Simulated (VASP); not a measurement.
ScAl2Sb2As:

```xyz
6
Lattice="4.8865 0.0000 0.0000 -2.4432 4.2318 0.0000 0.0000 0.0000 6.5911" Properties=species:S:1:pos:R:3 pbc="T T T"
Sc    0.0000    0.0000    0.0000
Al    0.0000    2.8212    0.0000
Al    2.4432    1.4106    0.0000
Sb    0.0000    2.8212    3.2956
Sb    2.4432    1.4106    3.2956
As    0.0000    0.0000    3.2956
```

The cell was built from a structure type or drawn by symmetry, and may not be a known phase.

```yaml
Program: VASP 6.6.1
Task: relaxation of cell and atoms
Functional: PBE
Potentials_or_basis: VASP PAW PBE potentials, release 64 (Sc_sv, Al, Sb, As)
Cutoff: 600 eV
k_mesh: 6 × 6 × 4
Occupations: gaussian, width 0.1 eV
Spin: no spin polarisation
```

At the start: pressure 8.0 GPa; volume 22.72 Å³/atom.

**Question.** Where does the relaxation end?

**Answer.** Over 7 steps the energy falls by 351.5 meV/atom and the volume is 23.35 Å³/atom (+2.8 %); space group P6/mmm (No. 191, to 0.1 Å) before and after.

The path:
```
step  energy change (eV)  largest force (eV/Å)  pressure (GPa)  volume (Å³)
   1              0.0000                0.0000            8.00       136.30
   2             -1.5336                0.0000           -5.69       158.18
   3             -1.5361                0.0000           -5.82       158.62
   4             -1.9666                0.0000           -0.84       143.66
   5             -2.0250                0.0000           -2.60       147.02
   6             -2.1079                0.0000            0.40       139.30
   7             -2.1092                0.0000            0.04       140.09
```

Final structure:
```
Sc Al Sb As
1.0
     5.36480    0.00000    0.00000
    -2.68240    4.64605    0.00000
     0.00000    0.00000    5.62056
Sc Al Sb As
1 2 2 1
Direct
  0.00000 0.00000 0.00000
  0.33333 0.66667 0.00000
  0.66667 0.33333 0.00000
  0.33333 0.66667 0.50000
  0.66667 0.33333 0.50000
  0.00000 0.00000 0.50000
```
